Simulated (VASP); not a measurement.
# H: single point with PBEsol

Crystal: H.

```
H
1.0
    -1.74519    1.74519    2.17198
     1.74519   -1.74519    2.17198
     1.74519    1.74519   -2.17198
H
2
Direct
  0.91260 0.91260 0.00000
  0.08740 0.08740 0.00000
```

* Program: VASP 6.6.1
* Task: single point
* Functional: PBEsol
* Potentials or basis: VASP PAW PBE potentials, release 64 (H)
* Cutoff: 500 eV
* k mesh: 10 × 10 × 10
* Occupations: gaussian, width 0.01 eV
* Spin: no spin polarisation

```
Pressure               : -0.2 GPa
Largest force          : 0.007 eV/Å
Band gap on the k mesh : 8.83 eV (least direct gap 9.50 eV)
```

Forces on the atoms (eV/Å):
```
H    0.000  0.000 -0.007
H    0.000  0.000  0.007
```

Levels at points of the mesh, in eV from the valence-band top:
```csv
k point,band 1,band 2,band 3,band 4,band 5
"(0.00, 0.00, 0.00)",-2.00,12.87,16.21,22.23,22.23
"(0.50, 0.00, 0.00)",-0.67,8.83,16.18,17.78,19.45
"(0.50, 0.50, 0.00)",-0.47,10.54,13.42,15.54,17.97
"(0.50, 0.50, 0.50)",0.00,9.74,14.97,15.66,15.66
```

It took 8.3 s on 1 thread of Intel(R) Xeon(R) Platinum 8375C CPU @ 2.90GHz (Ice Lake), on a shared host, peak memory 0.13 GiB.

Caveat: this functional lacks dispersion, which holds the molecules together, so the pressure and a relaxed volume are unreliable; the PAW data sets were made with another functional, which shifts forces and pressure a little. A k mesh can miss the band edges.
